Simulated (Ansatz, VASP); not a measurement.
## SiC: VASP beside Ansatz

```xyz
2
Lattice="0.0000 2.1770 2.1770 2.1770 0.0000 2.1770 2.1770 2.1770 0.0000" Properties=species:S:1:pos:R:3 pbc="T T T"
Si    1.0885    1.0885    1.0885
C     0.0000    0.0000    0.0000
```

Alike in both runs: task relaxation of cell and atoms; functional PBEsol; k mesh 10 × 10 × 10; occupations gaussian, width 0.02 eV; no spin polarisation.

|  | VASP | Ansatz |
| --- | --- | --- |
| version | VASP 6.6.1 | Ansatz 0.2.0 |
| potentials or method | VASP PAW PBE potentials, release 64 (Si, C), cutoff 600 eV | scalar-relativistic, plane waves, PAW |
| valence electrons in the cell | 8 | 8 |

Ansatz gave:

```
gap on the k mesh at the Fermi level, each at its own relaxed structure (eV) : 1.24
relaxed volume (Å³/atom)                                                     : 10.34
relaxed cell length with the largest relative difference (Å)                 : 3.081
```

Which values does VASP return?

gap on the k mesh at the Fermi level, each at its own relaxed structure (eV): 1.23; relaxed volume (Å³/atom): 10.35; relaxed cell length with the largest relative difference (Å): 3.082.

VASP's potentials were made for PBE, not for PBEsol.
